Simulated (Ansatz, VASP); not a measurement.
## InCu2: VASP beside Ansatz

```
In Cu
1.0
     4.32833    0.00000    0.00000
    -2.16416    3.74844    0.00000
     0.00000    0.00000    5.21403
In Cu
2 4
Direct
  0.33333 0.66667 0.75000
  0.66667 0.33333 0.25000
  0.33333 0.66667 0.25000
  0.66667 0.33333 0.75000
  0.00000 0.00000 0.00000
  0.00000 0.00000 0.50000
```

Alike in both runs: functional LDA; k mesh 9 × 9 × 6; occupations fermi-dirac, width 0.05 eV; no spin polarisation.

Ansatz relaxed the structure, and its values are those at the end. VASP's run is a single point on that final structure, the one shown.

|  | VASP | Ansatz |
| --- | --- | --- |
| version | VASP 6.6.1 | Ansatz 0.2.0 |
| potentials or method | VASP PAW LDA potentials, release 64 (In_d, Cu) | PAW with Ansatz's default frozen-core files, scalar-relativistic |
| plane-wave cutoff (eV) | 520 | 420 |
| valence electrons in the cell | 70 | 102 |

Ansatz gave:

```
pressure (GPa) : 0.0
```

**Question.** Which values does VASP return?

**Answer.** Pressure (GPa): 0.6.

LDA's correlation is that of Perdew and Zunger in VASP and of Perdew and Wang (1992) in Ansatz. VASP's potentials hold 70 valence electrons a cell and Ansatz's 102, so a difference there can come from the potentials and not from the codes.
